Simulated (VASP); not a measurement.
## CdSe (zincblende type): single point with PBEsol

Crystal: CdSe (zincblende type).

```
CELL_PARAMETERS angstrom
0.00000 3.04096 3.04096
3.04096 0.00000 3.04096
3.04096 3.04096 0.00000
ATOMIC_POSITIONS crystal
Cd 0.00000 0.00000 0.00000
Se 0.25000 0.25000 0.25000
```

- Program: VASP 6.6.1
- Task: single point
- Functional: PBEsol
- Potentials or basis: VASP PAW PBE potentials, release 64 (Cd, Se)
- Cutoff: 520 eV
- k mesh: 11 × 11 × 11
- Occupations: fermi-dirac, width 0.08 eV
- Spin: no spin polarisation
- Dipole correction: no
- Further INCAR settings: ALGO = Normal; EDIFF = 1e-06; NBANDS = 16

```
Pressure               : 0.3 GPa
Band gap on the k mesh : 0.48 eV, direct
```

Levels at points of the mesh, in eV from the valence-band top:
```csv
k point,band 5,band 6,band 7,band 8,band 9,band 10,band 11,band 12,band 13,band 14
"(0.00, 0.00, 0.00)",-7.53,-7.53,0.00,0.00,0.00,0.48,5.86,5.86,5.86,9.60
```

Run time: 58 s on 1 thread of Intel Xeon 8259CL (shared host), peak memory 0.21 GiB.

Caveat: the PAW data sets were made with another functional, which shifts forces and pressure a little.
